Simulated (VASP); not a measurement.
Runs of VASP 6.6.1 on HfB2. The structure is that of space group P6/mmm (No. 191), or close to it. The cells are those of the table. 

| task | cell | k mesh | cutoff (eV) | gap on the mesh (eV) | pressure (GPa) |
| --- | --- | --- | --- | --- | --- |
| relaxation of cell and atoms | relaxed from a = 3.140, b = 3.140, c = 3.480 Å, angles 90.0, 90.0, 120.0°, 3 atoms | 18 × 18 × 12 | 600 | none | 0.0 |
| single point | a = 3.128, b = 3.128, c = 3.446 Å, angles 90.0, 90.0, 120.0°, 3 atoms | 18 × 18 × 12 | 520 | none | (a) |
| relaxation of shape and atoms at fixed volume | relaxed from a = 3.066, b = 3.066, c = 3.371 Å, angles 90.0, 90.0, 120.0°, 3 atoms | 18 × 18 × 12 | 600 | none | 18.4 |
| single point | a = 3.140, b = 3.140, c = 3.480 Å, angles 90.0, 90.0, 120.0°, 3 atoms | 6 × 6 × 6 | 520 | none | -4.2 |

Alike in all rows: level PBEsol; potentials or basis VASP PAW PBE potentials, release 64 (Hf_pv, B); no spin polarisation; smearing gaussian 0.1 eV.

Q: Estimate the missing entries.

A: (a) -0.1.

Caveats: some runs use coarse meshes; the PAW data sets were made with another functional, which shifts forces and pressure a little; spin-orbit coupling is left out, which moves the levels of the heavy elements.

A k mesh can miss the band edges, and the runs leave out spin-orbit coupling on Hf.

A gap of «none» marks levels without a gap at the run's occupations.
